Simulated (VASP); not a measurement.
Write the native input for VASP 6.6.1 that does the following.

- Task: single point
- Functional: PBE
- Potentials or basis: VASP PAW PBE potentials, release 64 (Ge_d, Sb, O)
- Cutoff: 520 eV
- k mesh: 10 × 10 × 10
- Occupations: gaussian, width 0.1 eV
- Spin: no spin polarisation
- Dipole correction: no
- Further INCAR settings: ALGO = Normal; EDIFF = 1e-06; NBANDS = 34

The structure of Ge2Sb3O lies in POSCAR:

```
Ge2Sb3O
1.0
   -2.7566638482      2.7566638482      4.9438878815
    2.7566638482     -2.7566638482      4.9438878815
    2.7566638482      2.7566638482     -4.9438878815
Ge Sb O
2 3 1
Direct
    0.1802409285      0.1802409285      0.0000000000
    0.8197590715      0.8197590715      0.0000000000
    0.7500000000      0.2500000000      0.5000000000
    0.2500000000      0.7500000000      0.5000000000
    0.5000000000      0.5000000000      0.0000000000
    0.0000000000      0.0000000000      0.0000000000
```

The cell was generated, and may not be a known phase.

The input as run:

INCAR

```
ALGO = Normal
EDIFF = 1E-6
ENCUT = 520
GGA = PE
ISIF = 2
ISMEAR = 0
LASPH = T
LCHARG = F
LREAL = F
LWAVE = F
NBANDS = 34
NELM = 100
PREC = Accurate
SIGMA = 0.1
```

KPOINTS

```
k-points
0
Gamma
  10 10 10
```

Potentials or basis: VASP PAW PBE potentials, release 64 (Ge_d, Sb, O).

The run is started by

```bash
$ cat potpaw_PBE.64/Ge_d/POTCAR potpaw_PBE.64/Sb/POTCAR potpaw_PBE.64/O/POTCAR > POTCAR
$ mpirun -np 1 vasp_std > vasp.out
```

It gave:

The pressure is -0.1 GPa and the largest force is 0.018 eV/Å. The band gap on the k mesh is zero (an odd number of electrons rules out a gap without spin polarisation).

Caveat: spin-orbit coupling is left out, which moves the levels of the heavy elements; an odd number of electrons without spin polarisation forces a metal; a magnetic or distorted state may lie lower.

It took 9.3 min on 1 thread of Oxide Virtual Turin-like Processor, with other jobs on the host, peak memory 0.61 GiB.
